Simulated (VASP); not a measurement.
Write the native input for VASP 6.6.1 that does the following.

```yaml
Task: single point
Functional: PBE
Potentials_or_basis: VASP PAW PBE potentials, release 64 (Zn, S)
Cutoff: 520 eV
k_mesh: 12 × 12 × 4
Occupations: gaussian, width 0.05 eV
Spin: no spin polarisation
Dipole_correction: no
Further_INCAR_settings: ALGO = Normal; EDIFF = 1e-06; NBANDS = 26
```

The structure of ZnS lies in POSCAR:

```
ZnS
1.0
    3.8262655239      0.0000000000      0.0000000000
   -1.9131327619      3.3136431454      0.0000000000
    0.0000000000      0.0000000000      6.3053333047
Zn S
2 2
Direct
    0.3333333333      0.6666666667      0.0052197899
    0.6666666667      0.3333333333      0.5052197899
    0.3333333333      0.6666666667      0.3797802101
    0.6666666667      0.3333333333      0.8797802101
```

This cell differs from its parent crystal: strain -0.0050 x Voigt [1, 1, 0, 0, 0, 0].

One way to write it, as run:

INCAR

```
SYSTEM = ZnS
PREC = Accurate
ENCUT = 520
EDIFF = 1E-6
ISMEAR = 0
SIGMA = 0.05
LREAL = .FALSE.
LASPH = .TRUE.
NELM = 80
ALGO = Normal
ISIF = 2
LWAVE = .FALSE.
LCHARG = .TRUE.
GGA = PE
LELF = .TRUE.
LVHAR = .TRUE.
NBANDS = 26
```

KPOINTS

```
regular mesh
0
G
  12 12 4
  0 0 0
```

Potentials or basis: VASP PAW PBE potentials, release 64 (Zn, S).

The run is started by

```sh
$ cat potpaw_PBE.64/Zn/POTCAR potpaw_PBE.64/S/POTCAR > POTCAR
$ mpirun -np 1 vasp_std > vasp.out
```

Results of the run:

- Pressure: 0.8 GPa
- Largest force: 0.033 eV/Å
- Band gap on the k mesh: 2.12 eV, direct

Caveat: the cell differs from its parent crystal (strain -0.0050 x Voigt [1, 1, 0, 0, 0, 0]).

Run time: 80 s on 1 thread of Intel(R) Xeon(R) Platinum 8259CL CPU @ 2.50GHz (Skylake/Cascade Lake), with other jobs on the host, peak memory 0.24 GiB.
